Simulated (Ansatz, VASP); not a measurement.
Two plane-wave programs on TiH

INCAR

```
SYSTEM = TiH
PREC     = Accurate       ! precision mode
ENCUT    = 520            ! plane-wave cutoff, eV
EDIFF    = 1E-6           ! SCF threshold, eV
ISMEAR   = 0              ! smearing method
SIGMA    = 0.15           ! smearing width, eV
LREAL    = .False.        ! projectors in reciprocal space
LASPH    = .True.         ! aspherical terms in the spheres
NELM     = 100            ! most SCF steps
ALGO     = Normal         ! electronic algorithm
ISIF     = 2              ! what is computed and relaxed
LWAVE    = .False.        ! write WAVECAR
LCHARG   = .True.         ! write CHGCAR
LELF     = .True.         ! ELF
LVHAR    = .True.       
NBANDS   = 14             ! bands
```

File KPOINTS:

```
Automatic mesh
0
Gamma
  18 18 18
  0 0 0
```

The input POSCAR:

```
TiH
1.0
    0.0000000000      2.0516219871      2.0516219871
    1.9080084480      0.0000000000      2.0516219871
    1.9080084480      2.0516219871      0.0000000000
Ti H
1 1
Direct
   -0.0007636598      0.0007636598      0.0007636598
    0.5362639904      0.4637360096      0.4637360096
```

Input for Ansatz:

```yaml
crystal:
  lattice:
    - [0.0, 2.0516219871, 2.0516219871]
    - [1.908008448, 0.0, 2.0516219871]
    - [1.908008448, 2.0516219871, 0.0]
  atoms:
    - { symbol: Ti, position: [-0.0007636598, 0.0007636598, 0.0007636598] }
    - { symbol: H, position: [0.5362639904, 0.4637360096, 0.4637360096] }
basis:
  ecutwfc: 520.0
kpoints:
  mp_grid: { grid: [18, 18, 18] }
hamiltonian:
  xc: lda
scf:
  occupations: { method: gaussian, width: 0.15 }
output:
  forces: true
  stress: true
  eigenvalues: true
```

Change from the starting cell: mode 4 frozen in at -0.149 Å, normal strain along x -0.0700.

Alike in both runs: task single point; functional LDA; k mesh 18 × 18 × 18; occupations gaussian, width 0.15 eV; no spin polarisation.

```csv
,VASP,Ansatz
version,VASP 6.6.1,Ansatz 0.2.0
potentials or method,"VASP PAW LDA potentials, release 64 (Ti_sv, H), cutoff 520 eV","scalar-relativistic, plane waves, PAW"
valence electrons in the cell,13,13
```

Ansatz gave:

```
gap on the k mesh at the Fermi level (eV)                     : none
pressure (GPa)                                                : 14.5
traceless stress, the component that is largest in VASP (GPa) : 4.15
rms of the force components (eV/Å)                            : 0.717
```

Problem. Estimate VASP's values.

Solution. gap on the k mesh at the Fermi level (eV): none; pressure (GPa): 14.6; traceless stress, the component that is largest in VASP (GPa): 4.19; rms of the force components (eV/Å): 0.719.

LDA's correlation is that of Perdew and Zunger in VASP and of Perdew and Wang (1992) in Ansatz. Atom by atom the forces differ by 0.002 eV/Å (rms over components). A gap of «none» marks a metal or a gap that the smearing closes.
